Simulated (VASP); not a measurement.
GaN:

```xyz
2
Lattice="0.0000 2.2832 2.2832 2.2832 0.0000 2.2832 2.2832 2.2832 0.0000" Properties=species:S:1:pos:R:3 pbc="T T T"
Ga    0.0000    0.0000    0.0000
N     1.1416    1.1416    1.1416
```

This cell differs from its parent crystal: volume scaled by 1.04.

Base run:

```yaml
Program: VASP 6.6.1
Functional: PBEsol
Potentials_or_basis: VASP PAW PBE potentials, release 64 (Ga_d, N)
Cutoff: 520 eV
k_mesh: 10 × 10 × 10
Occupations: fermi-dirac, width 0.05 eV
Spin: no spin polarisation
```

Its results: band gap on the k mesh 1.43 eV, direct; pressure -7.8 GPa.

Problem. After a change of settings the same cell gave: band gap on the k mesh 1.51 eV, direct; pressure 0.8 GPa. Which change was it?
A. functional from PBEsol to LDA; potentials or basis from VASP PAW PBE potentials, release 64 (Ga_d, N) to VASP PAW LDA potentials, release 64 (Ga_d, N_h); cutoff from 520 eV to 910 eV
B. functional from PBEsol to PBE; dispersion from none to D3(BJ)
C. functional from PBEsol to revPBE
D. functional from PBEsol to PBE

Solution. C.

revPBE binds less tightly than PBEsol, so the same cell stands under more pressure.

Caveats: the PAW data sets were made with another functional, which shifts forces and pressure a little.
